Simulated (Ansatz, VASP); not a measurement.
# One calculation of LiH4BrO2, two programs

```xyz
16
Lattice="5.3001 0.0000 0.0000 2.6460 5.8241 0.0000 0.8867 2.7153 5.7339" Properties=species:S:1:pos:R:3 pbc="T T T"
Li    3.0695    3.5486    2.7542
Li    5.7633    4.9909    2.9797
H     7.9923    5.7737    1.5932
H     0.8405    2.7658    4.1407
H     5.3884    2.7835    1.6149
H     3.4443    5.7559    4.1190
H     4.8445    3.9406    0.7535
H     3.9883    4.5989    4.9804
H     7.0557    4.8238    0.7700
H     1.7771    3.7157    4.9639
Br    1.8507    1.3401    1.3101
Br    6.9820    7.1993    4.4238
O     7.3858    4.9989    1.6849
O     1.4469    3.5406    4.0490
O     4.7912    3.5716    1.6629
O     4.0415    4.9679    4.0710
```

Alike in both runs: functional PBE; k mesh 5 × 4 × 4; occupations fermi-dirac, width 0.02 eV; no spin polarisation.

Ansatz relaxed the structure, and its values are those at the end. VASP's run is a single point on that final structure, the one shown.

```csv
,VASP,Ansatz
version,VASP 6.6.1,Ansatz 0.2.0
potentials or method,"VASP PAW PBE potentials, release 64 (Li_sv, H, Br, O)","plane-wave PAW, scalar-relativistic"
plane-wave cutoff (eV),520,420
valence electrons in the cell,52,52
```

Ansatz gave:

| Item | Value |
| --- | --- |
| gap on the k mesh at the Fermi level (eV) | 4.50 |
| rms of the force components (eV/Å) | 0.002 |

Problem. Estimate VASP's values.

Solution. gap on the k mesh at the Fermi level (eV): 4.50; rms of the force components (eV/Å): 0.042.

Ansatz's warnings: stress scf threshold loose.

Noted on VASP's run: the cutoff is short for stress, so the pressure is rough.
